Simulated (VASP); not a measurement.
A run of VASP 6.6.1 is set up as follows.

Contents of INCAR:

```
SYSTEM = C
  PREC = Accurate
  ENCUT = 600
  EDIFF = 1E-6
  ISMEAR = 0
  SIGMA = 0.15
  LREAL = .False.
  LASPH = .True.
  NELM = 120
  ALGO = Normal
  ISIF = 2
  LWAVE = .False.
  LCHARG = .False.
  GGA = PS
  NBANDS = 16
  GGA_COMPAT = .False.
```

KPOINTS

```
regular mesh
0
Gamma
  18 18 6
  0 0 0
```

File POSCAR:

```
C
1.0
    1.2294745828     -2.1290849001      0.0000000000
    1.2294745828      2.1290849001      0.0000000000
    0.0000000000      0.0000000000      7.3778161753
C
4
Direct
    0.1833646339      0.8166353661      0.7498449277
    0.4832786721      0.5167213279      0.2501554851
    0.8166353661      0.1833646339      0.2501550723
    0.5167213279      0.4832786721      0.7498445149
```

Potentials or basis: VASP PAW PBE potentials, release 64 (C).

Launch:

```bash
$ cat potpaw_PBE.64/C/POTCAR > POTCAR
$ mpirun -np 1 vasp_std > vasp.out
```

Task: What does it give for the largest force?

Result: 0.005 eV/Å.

Task: Estimate the pressure.

Result: 0.3 GPa.

Forces on the atoms (eV/Å):
```
C    0.000 -0.002  0.000
C    0.000 -0.005  0.000
C    0.000  0.002  0.000
C    0.000  0.005  0.000
```

Caveat: this functional lacks dispersion, which binds the layers, so the pressure and a relaxed spacing across them are unreliable; the PAW data sets were made with another functional, which shifts forces and pressure a little.
